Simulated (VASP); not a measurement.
# LiNd (F-43m) in VASP: single point with PBE

Aim: the single point of LiNd with PBE.

Everything below comes from runs of VASP 6.6.1. Logs are shortened: lines on timing, memory, paths and dates and some standing lists are left out, and cuts for length are marked.

### 1 The cell of the first run

It takes space group F-43m (No. 216, cubic). The conventional cell has a = 5.544 Å, b = 5.544 Å, c = 5.544 Å, α = 90.00°, β = 90.00°, γ = 90.00°. Li (site symmetry -43m) has 4 Nd at 2.40 Å within 3.2 Å. Within 3.2 Å of Nd (site symmetry -43m) lie 4 Li at 2.40 Å.

The cell was built from a structure type or drawn by symmetry, and may not be a known phase.

### 2 Single point, PBE

INCAR

```
PREC     = Accurate       # precision mode
ENCUT    = 520            # plane-wave cutoff, eV
EDIFF    = 1E-6           # SCF threshold, eV
ISMEAR   = 0              # smearing method
SIGMA    = 0.1            # smearing width, eV
LREAL    = False          # projectors in reciprocal space
LASPH    = True           # aspherical terms in the spheres
NELM     = 100            # most SCF steps
ALGO     = Normal         # electronic algorithm
ISIF     = 2              # what is computed and relaxed
LWAVE    = False          # write WAVECAR
LCHARG   = False          # write CHGCAR
GGA      = PE             # functional
NBANDS   = 16             # bands
```

KPOINTS

```
Automatic mesh
0
Gamma
  6 6 6
```

POSCAR

```
LiNd
1.0
    0.0000000000      2.7722409500      2.7722409500
    2.7722409500      0.0000000000      2.7722409500
    2.7722409500      2.7722409500      0.0000000000
Li Nd
1 1
Direct
    0.7500000000      0.7500000000      0.7500000000
    0.0000000000      0.0000000000      0.0000000000
```

Potentials or basis: VASP PAW PBE potentials, release 64 (Li_sv, Nd).

Run with:

```console
> cat potpaw_PBE.64/Li_sv/POTCAR potpaw_PBE.64/Nd/POTCAR > POTCAR
> mpirun -np 1 vasp_std > vasp.out
```

OUTCAR:

```text
PREC = Accurate
   ENCUT = 520
   EDIFF = 1E-6
   ISMEAR = 0
   LREAL = False
   LASPH = True
   NELM = 100
   ISIF = 2
   GGA = PE

 ion  position               nearest neighbor table
   1  0.750  0.750  0.750-   2 2.40   2 2.40   2 2.40   2 2.40
   2  0.000  0.000  0.000-   1 2.40   1 2.40   1 2.40   1 2.40

  LATTYP: Found a face centered cubic cell.
 ALAT       =     5.5444819000

  Lattice vectors:

 A1 = (   0.0000000000,   2.7722409500,   2.7722409500)
 A2 = (   2.7722409500,   0.0000000000,   2.7722409500)
 A3 = (   2.7722409500,   2.7722409500,   0.0000000000)

Analysis of symmetry for initial positions (statically):
=====================================================================
 Subroutine PRICEL returns:
 Original cell was already a primitive cell.

 Routine SETGRP: Setting up the symmetry group for a
 face centered cubic supercell.

 Subroutine GETGRP returns: Found 24 space group operations
 (whereof 24 operations were pure point group operations)
 out of a pool of 48 trial point group operations.

The static configuration has the point symmetry T_d .

Analysis of symmetry for dynamics (positions and initial velocities):
=====================================================================
 Subroutine PRICEL returns:
 Original cell was already a primitive cell.

 Routine SETGRP: Setting up the symmetry group for a
 face centered cubic supercell.

 Subroutine GETGRP returns: Found 24 space group operations
 (whereof 24 operations were pure point group operations)
 out of a pool of 48 trial point group operations.

The dynamic configuration has the point symmetry T_d .

 Subroutine INISYM returns: Found 24 space group operations
 (whereof 24 operations are pure point group operations),
 and found     1 'primitive' translations

----------------------------------------------------------------------------------------

                                     Primitive cell

  volume of cell :      42.6111

  direct lattice vectors                    reciprocal lattice vectors
     0.000000000  2.772240950  2.772240950    -0.180359503  0.180359503  0.180359503
     2.772240950  0.000000000  2.772240950     0.180359503 -0.180359503  0.180359503
     2.772240950  2.772240950  0.000000000     0.180359503  0.180359503 -0.180359503

  length of vectors
     3.920540750  3.920540750  3.920540750     0.312391823  0.312391823  0.312391823

  position of ions in fractional coordinates (direct lattice)
     0.750000000  0.750000000  0.750000000
     0.000000000  0.000000000  0.000000000

  ion indices of the primitive-cell ions
   primitive index   ion index
                 1           1
                 2           2

----------------------------------------------------------------------------------------

 KPOINTS: Automatic mesh

Automatic generation of k-mesh.
 Grid dimensions read from file:
 generate k-points for:    6    6    6

 Generating k-lattice:

  Cartesian coordinates                     Fractional coordinates (reciprocal lattice)
    -0.030059917  0.030059917  0.030059917     0.166666667  0.000000000  0.000000000
     0.030059917 -0.030059917  0.030059917     0.000000000  0.166666667  0.000000000
     0.030059917  0.030059917 -0.030059917     0.000000000  0.000000000  0.166666667

  Length of vectors
     0.052065304  0.052065304  0.052065304

  Shift w.r.t. Gamma in fractional coordinates (k-lattice)
     0.000000000  0.000000000  0.000000000

 Subroutine IBZKPT returns following result:
 ===========================================

 Found     16 irreducible k-points:

 Following reciprocal coordinates:
            Coordinates               Weight
  0.000000  0.000000  0.000000      1.000000
  0.166667  0.000000  0.000000      8.000000
  0.333333  0.000000  0.000000      8.000000
  0.500000  0.000000  0.000000      4.000000
  0.166667  0.166667  0.000000      6.000000
  0.333333  0.166667  0.000000     24.000000
[... 8 lines left out ...]
 -0.333333  0.333333  0.166667     24.000000
 -0.333333  0.500000  0.166667     12.000000
   k-points           NKPTS =     16   k-points in BZ     NKDIM =     16   number of bands    NBANDS=     16
   number of dos      NEDOS =    301   number of ions     NIONS =      2
   total plane-waves  NPLWV =  27000
   dimension x,y,z NGX =    30 NGY =   30 NGZ =   30
   dimension x,y,z NGXF=    60 NGYF=   60 NGZF=   60
   ions per type =               1   1
   NGX,Y,Z   is equivalent  to a cutoff of  12.72, 12.72, 12.72 a.u.
   NGXF,Y,Z  is equivalent  to a cutoff of  25.44, 25.44, 25.44 a.u.
 SYSTEM =  unknown system
   PREC   = accura    normal or accurate (medium, high low for compatibility)
   ISTART =      0    job   : 0-new  1-cont  2-samecut
   ICHARG =      2    charge: 1-file 2-atom 10-const
   ISPIN  =      1    spin polarized calculation?
   LNONCOLLINEAR =      F non collinear calculations
   LSORBIT =      F    spin-orbit coupling
   LASPH  =      T    aspherical Exc in radial PAW
   ENCUT  =  520.0 eV  38.22 Ry    6.18 a.u.   7.29  7.29  7.29*2*pi/ulx,y,z
   NELM   =    100;   NELMIN=  2; NELMDL= -5     # of ELM steps
   EDIFF  = 0.1E-05   stopping-criterion for ELM
   LREAL  =      F    real-space projection
   EDIFFG = 0.1E-04   stopping-criterion for IOM
   NSW    =      0    number of steps for IOM
   IBRION =     -1    ionic relax: 0-MD 1-quasi-New 2-CG
   NFREE  =      0    steps in history (QN), initial steepest desc. (CG)
   ISIF   =      2    stress and relaxation
   ISYM   =      2    0-nonsym 1-usesym 2-fastsym
   POTIM  = 0.5000    time-step for ionic-motion
   TEBEG  =    0.0;   TEEND  =   0.0 temperature during run
   PSTRESS=    0.0 pullay stress
   NELECT =      17.0000    total number of electrons
   NUPDOWN=      -1.0000    fix difference up-down
   EMIN   =  10.00;   EMAX   =-10.00  energy-range for DOS
   EFERMI =   0.00;   METHOD = LEGACY
   ISMEAR =     0;   SIGMA  =   0.10  broadening in eV -4-tet -1-fermi 0-gaus
   EFERMI_NEDOS =   21; number of points for ismear=-14 and -15
   IALGO  =     38    algorithm
   IMIX   =      4    mixing-type and parameters
     AMIX     =   0.40;   BMIX     =  1.00
     AMIX_MAG =   1.60;   BMIX_MAG =  1.00
  volume/ion in A,a.u.               =      21.31       143.78
  Fermi-wavevector in a.u.,A,eV,Ry     =   1.205175  2.277451 19.761743  1.452447
  Thomas-Fermi vector in A             =   2.340879
   LORBIT       =      0    0 simple, 1 ext, 2 COOP (PROOUT), +10 PAW based schemes
   GGA     = PE    functional components
   LHFCALC =     F    Hartree Fock is set to
   AEXX    =    0.0000 exact exchange contribution
   IVDW    =     0    specifies the selected vdW correction
   LEPSILON=     F    determine dielectric tensor
   LRPA    =     F    only Hartree local field effects (RPA)
 non-spin polarized calculation
 Gauss-broadening in eV      SIGMA  =   0.10
  energy-cutoff  :      520.00
  volume of cell :       42.61
 maximum number of plane-waves:      1167
 NGX is ok and might be reduce to    30
   NGX = 15   NGY = 15   NGZ = 15

 number of electron      17.0000005 magnetization

 Free energy of the ion-electron system (eV)
  ---------------------------------------------------
  ext. energy  EPLUGINS =         0.00000000
  ---------------------------------------------------
  free energy    TOTEN  =        -3.41502042 eV

  energy without entropy =       -3.31270087  energy(sigma->0) =       -3.36386064

 E-fermi :   4.5570     XC(G=0):  -9.8373

 val. band max:        4.5399706913   @ k =   0.5000   0.5000   0.0000
 cond. band min:       4.5689870670   @ k =  -0.3333   0.1667   0.0000
 fundamental gap:      0.0290163757
 Fermi energy:         4.5570119188

 k-point     1 :       0.0000    0.0000    0.0000
  band No.  band energies     occupation
      1     -43.2892      2.00000
      2     -32.5102      2.00000
      3     -13.6391      2.00000
      4     -13.6391      2.00000
      5     -13.6391      2.00000
      6       1.0527      2.00000
[... 8 lines left out ...]
     15       5.0313      0.00000
     16       5.0313      0.00000

 k-point     2 :       0.1667    0.0000    0.0000
  band No.  band energies     occupation
      1     -43.2876      2.00000
      2     -32.5018      2.00000
      3     -13.7980      2.00000
      4     -13.6645      2.00000
      5     -13.6645      2.00000
      6       1.5551      2.00000
[... 8 lines left out ...]
     15       5.3264      0.00000
     16       5.3264      0.00000

 k-point     3 :       0.3333    0.0000    0.0000
  band No.  band energies     occupation
      1     -43.2840      2.00000
      2     -32.4848      2.00000
      3     -14.1003      2.00000
      4     -13.7146      2.00000
      5     -13.7146      2.00000
      6       2.5882      2.00000
[... 8 lines left out ...]
     15       5.3409      0.00000
     16       5.3409      0.00000

 k-point     4 :       0.5000    0.0000    0.0000
  band No.  band energies     occupation
      1     -43.2823      2.00000
      2     -32.4762      2.00000
      3     -14.2446      2.00000
      4     -13.7393      2.00000
      5     -13.7393      2.00000
      6       3.0547      2.00000
[... 8 lines left out ...]
     15       5.1189      0.00000
     16       5.8578      0.00000
[... 172 lines left out ...]
 k-point    14 :       0.5000    0.3333    0.1667
  band No.  band energies     occupation
      1     -43.2817      2.00000
      2     -32.4736      2.00000
      3     -14.0917      2.00000
      4     -13.9011      2.00000
      5     -13.7993      2.00000
      6       3.0532      2.00000
[... 8 lines left out ...]
     15       5.4459      0.00000
     16       6.8935      0.00000

 k-point    15 :      -0.3333    0.3333    0.1667
  band No.  band energies     occupation
      1     -43.2806      2.00000
      2     -32.4679      2.00000
      3     -14.1280      2.00000
      4     -13.9524      2.00000
      5     -13.8421      2.00000
      6       3.5137      2.00000
[... 8 lines left out ...]
     15       5.8548      0.00000
     16       6.6472      0.00000

 k-point    16 :      -0.3333    0.5000    0.1667
  band No.  band energies     occupation
      1     -43.2800      2.00000
      2     -32.4651      2.00000
      3     -14.1112      2.00000
      4     -13.9581      2.00000
      5     -13.9129      2.00000
      6       2.8884      2.00000
[... 8 lines left out ...]
     15       6.5053      0.00000
     16       6.9159      0.00000

------------------------ aborting loop because EDIFF is reached ----------------------------------------

  FORCE on cell =-STRESS in cart. coord.  units (eV):
  Direction    XX          YY          ZZ          XY          YZ          ZX
  --------------------------------------------------------------------------------------
  -------------------------------------------------------------------------------------
  Total        2.2170143      2.2170143      2.2170143      0.0000000      0.0000000      0.0000000
  in kB       83.3597011     83.3597011     83.3597011      0.0000000      0.0000000      0.0000000
  external PRESSURE =      83.3597011 kB  Pullay stress =       0.0000000 kB

 VOLUME and BASIS-vectors are now :
 -----------------------------------------------------------------------------
  energy-cutoff  :      520.00
  volume of cell :       42.61
      direct lattice vectors                 reciprocal lattice vectors
     0.000000000  2.772240950  2.772240950    -0.180359503  0.180359503  0.180359503
     2.772240950  0.000000000  2.772240950     0.180359503 -0.180359503  0.180359503
     2.772240950  2.772240950  0.000000000     0.180359503  0.180359503 -0.180359503

 POSITION                                       TOTAL-FORCE (eV/Angst)
 -----------------------------------------------------------------------------------
      4.15836      4.15836      4.15836        -0.000000     -0.000000     -0.000000
      0.00000      0.00000      0.00000         0.000000      0.000000      0.000000
 -----------------------------------------------------------------------------------
    total drift:                                0.000000      0.000000     -0.000000

  FREE ENERGIE OF THE ION-ELECTRON SYSTEM (eV)
  ---------------------------------------------------
  free  energy   TOTEN  =        -3.4150204182 eV

  energy  without entropy=       -3.3127008683  energy(sigma->0) =       -3.36386064
```

Run time: 22 s. Hardware: 1 thread of Intel Xeon Platinum 8259CL at 2.50GHz (Skylake/Cascade Lake), shared host; peak memory 0.17 GiB.

What came out:

| Property | Result |
| --- | --- |
| Free energy | -3.4150 eV |
| Band gap on the k mesh | zero (an odd number of electrons rules out a gap without spin polarisation) |

Caveat: the cutoff is under 1.25 times the usual one of these potentials, so pressure, stress and relaxed cells hold a basis-set (Pulay) error; spin-orbit coupling is left out, which moves the levels of the heavy elements; semilocal functionals describe open f shells poorly, which spoils levels, moments and volumes. Spin polarisation is off, so any magnetic state and its effect on volume and gap are missing.
